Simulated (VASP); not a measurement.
Write the native input for VASP 6.6.1 that does the following.

* Task: electric field gradients
* Functional: LDA
* Potentials or basis: VASP PAW LDA potentials, release 64 (Sc_sv, Pt)
* Cutoff: 520 eV
* k mesh: 10 × 10 × 10
* Occupations: fermi-dirac, width 0.05 eV
* Spin: no spin polarisation
* Dipole correction: no
* Further INCAR settings: ALGO = Normal; EDIFF = 1e-08; NBANDS = 18

The structure of ScPt lies in POSCAR:

```
ScPt
1.0
    3.3354000000      0.0000000000      0.0000000000
    0.0000000000      3.3354000000      0.0000000000
    0.0000000000      0.0000000000      3.2700000000
Sc Pt
1 1
Direct
    0.5000000000      0.5000000000      0.5000000000
    0.0000000000      0.0000000000      0.0000000000
```

This cell differs from its parent crystal: equal xx and yy strain of +2 %.

These files were run (other wordings do the same):

INCAR

```
SYSTEM = ScPt
  ALGO = Normal
  EDIFF = 1E-8
  ENCUT = 520
  GGA = CA
  ISIF = 2
  ISMEAR = -1
  LASPH = .True.
  LCHARG = .False.
  LEFG = .True.
  LREAL = .False.
  LWAVE = .False.
  NBANDS = 18
  NELM = 100
  PREC = Accurate
  SIGMA = 0.05
```

KPOINTS

```
k-points
0
Gamma
  10 10 10
  0 0 0
```

Potentials or basis: VASP PAW LDA potentials, release 64 (Sc_sv, Pt).

Command:

```console
$ cat potpaw_LDA.64/Sc_sv/POTCAR potpaw_LDA.64/Pt/POTCAR > POTCAR
$ mpirun -np 1 vasp_std > vasp.out
```

Results of the run:

```json
{"Pressure": "-9.9 GPa"}
```

Caveat: the cell differs from its parent crystal (equal xx and yy strain of +2 %); without QUAD_EFG the Cq values of the log hold for a quadrupole moment of 1 mb, not for the nuclei.

Wall time 49 s on 1 thread of AMD EPYC 9R45 96-Core Processor (Zen 5), on a shared host, peak memory 0.17 GiB.
